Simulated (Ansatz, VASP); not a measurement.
Two plane-wave programs on SrAl4Bi2

```xyz
7
Lattice="-2.8781 2.8781 7.7249 2.8781 -2.8781 7.7249 2.8781 2.8781 -7.7249" Properties=species:S:1:pos:R:3 pbc="T T T"
Sr    0.0000    0.0000    0.0000
Al    0.0000    2.8781    0.0000
Al    2.8781    0.0000    0.0000
Al    0.0000    0.0000    3.2156
Al    0.0000    0.0000   12.2342
Bi    0.0000    0.0000    6.0405
Bi    0.0000    0.0000    9.4093
```

Alike in both runs: functional PBE; k mesh 6 × 6 × 6; occupations gaussian, width 0.1 eV; no spin polarisation.

Ansatz relaxed the structure, and its values are those at the end. VASP's run is a single point on that final structure, the one shown.

|  | VASP | Ansatz |
| --- | --- | --- |
| version | VASP 6.6.1 | Ansatz 0.2.0 |
| potentials or method | VASP PAW PBE potentials, release 64 (Sr_sv, Al, Bi_d), cutoff 520 eV | scalar-relativistic, plane waves, PAW |
| valence electrons in the cell | 52 | 52 |

```csv
,VASP,Ansatz,Ansatz less VASP
gap on the k mesh at the Fermi level (eV),none,none,-
pressure (GPa),0.0,0.0,+0.01
rms of the force components (eV/Å),0.010,0.010,-0.0002
```

A gap of «none» marks a metal or a gap that the smearing closes. The functional is the same, so the differences come from potentials, cutoffs and numerics.

Spin-orbit coupling is off throughout.
